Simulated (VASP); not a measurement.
Mn3Sb2, 5 atoms in the cell. The structure is hexagonal, space group P-6m2 (No. 187). Conventional cell: a = 4.480 Å, b = 4.480 Å, c = 5.540 Å, α = 90.00°, β = 90.00°, γ = 120.00°. Within 3.5 Å of Mn (site symmetry 3m) lie 5 Mn at 2.65 to 2.91 Å and 6 Sb at 2.91 to 2.96 Å. Mn (site symmetry -6m2) has 5 Sb at 2.59 to 2.77 Å and 6 Mn at 2.91 Å within 3.4 Å. Within 3.8 Å of Sb (site symmetry -6m2) lie 8 Mn at 2.77 to 2.96 Å and 6 Sb at 3.79 Å. Within 3.4 Å of Sb (site symmetry -6m2) lie 9 Mn at 2.59 to 2.91 Å. 

| Property | Result |
| --- | --- |
| Program | VASP 6.6.1 |
| Task | single point |
| Functional | r2SCAN |
| Potentials or basis | VASP PAW PBE potentials, release 64 (Mn_pv, Sb) |
| Cutoff | 520 eV |
| k mesh | 6 × 6 × 4 |
| Occupations | gaussian, width 0.1 eV |
| Spin | collinear spin |
| Starting moments | [4.01, 4.01, 3.0, -0.14, 0.0] μB |
| Dipole correction | no |
| Further INCAR settings | ALGO = Normal; EDIFF = 1e-06; NBANDS = 36 |

Potentials or basis: VASP PAW PBE potentials, release 64 (Mn_pv, Sb).

Run with:

```sh
$ cat potpaw_PBE.64/Mn_pv/POTCAR potpaw_PBE.64/Sb/POTCAR > POTCAR
$ cp INCAR.step1 INCAR
$ mpirun -np 1 vasp_std > vasp.out
$ cp INCAR.step2 INCAR
$ mpirun -np 1 vasp_std > vasp.out
```

Hardware: 1 thread of Intel(R) Xeon(R) Platinum 8259CL CPU @ 2.50GHz (Skylake/Cascade Lake), with other jobs on the host.

Task: Estimate the wall time of this run.

Result: It took 10 min on 1 thread of Intel(R) Xeon(R) Platinum 8259CL CPU @ 2.50GHz (Skylake/Cascade Lake), with other jobs on the host, peak memory 0.34 GiB. Counts: k points 21.
